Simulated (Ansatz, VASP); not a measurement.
**MgO in VASP and in Ansatz**

POSCAR

```
MgO
1.0
    0.0000000000      2.1021680189      2.1021680189
    2.1021680189      0.0000000000      2.1021680189
    2.1021680189      2.1021680189      0.0000000000
Mg O
1 1
Direct
    0.0000000000      0.0000000000      0.0000000000
    0.5000000000      0.5000000000      0.5000000000
```

INCAR.step1

```
SYSTEM = MgO
PREC = Accurate
ENCUT = 520
EDIFF = 1E-5
ISMEAR = 0
SIGMA = 0.01
LREAL = .False.
LASPH = .True.
NELM = 100
ALGO = Normal
ISIF = 2
LWAVE = .True.
LCHARG = .False.
NBANDS = 11
GGA = PE
```

INCAR.step2

```
SYSTEM = MgO
PREC = Accurate
ENCUT = 520
EDIFF = 1E-6
ISMEAR = 0
SIGMA = 0.01
LREAL = .False.
LASPH = .True.
NELM = 100
ALGO = Normal
ISIF = 2
LWAVE = .False.
LCHARG = .False.
GGA = PE
LHFCALC = .True.
HFSCREEN = 0.2079
PRECFOCK = Normal
NBANDS = 11
ISTART = 1
```

The input KPOINTS:

```
Automatic mesh
0
Gamma
  8 8 8
  0 0 0
```

Input for Ansatz:

```yaml
crystal:
  lattice:
    - [0.0, 2.1021680189, 2.1021680189]
    - [2.1021680189, 0.0, 2.1021680189]
    - [2.1021680189, 2.1021680189, 0.0]
  atoms:
    - { symbol: Mg, position: [0.0, 0.0, 0.0] }
    - { symbol: O, position: [0.5, 0.5, 0.5] }
kpoints:
  mp_grid: { grid: [8, 8, 8] }
  band_path:
    path:
      - [0.0, 0.0, 0.0]
      - [0.5, 0.0, 0.5]
      - [0.625, 0.25, 0.625]
      - [0.375, 0.375, 0.75]
      - [0.5, 0.5, 0.5]
      - [0.5, 0.25, 0.75]
    npoints: 1
hamiltonian:
  xc: hse06
scf:
  occupations: { method: fixed }
  n_extra_bands: 4
output:
  forces: true
  stress: true
  eigenvalues: true
```

Alike in both runs: task single point; functional HSE06; k mesh 8 × 8 × 8; no spin polarisation.

```csv
,VASP,Ansatz
version,VASP 6.6.1,Ansatz 0.2.0
potentials or method,"VASP PAW PBE potentials, release 64 (Mg, O)","plane waves, PAW"
plane-wave cutoff (eV),520,420
occupations,"gaussian, width 0.01 eV",fixed
valence electrons in the cell,8,16
```

```csv
,VASP,Ansatz,Ansatz less VASP
gap on the k mesh at the Fermi level (eV),6.50,6.54,+0.046
pressure (GPa),-0.6,-0.3,+0.30
```

VASP's potentials hold 8 valence electrons a cell and Ansatz's 16, so a difference there can come from the potentials and not from the codes. Ansatz's warnings: stress exchange threshold loose, stress scf threshold loose.
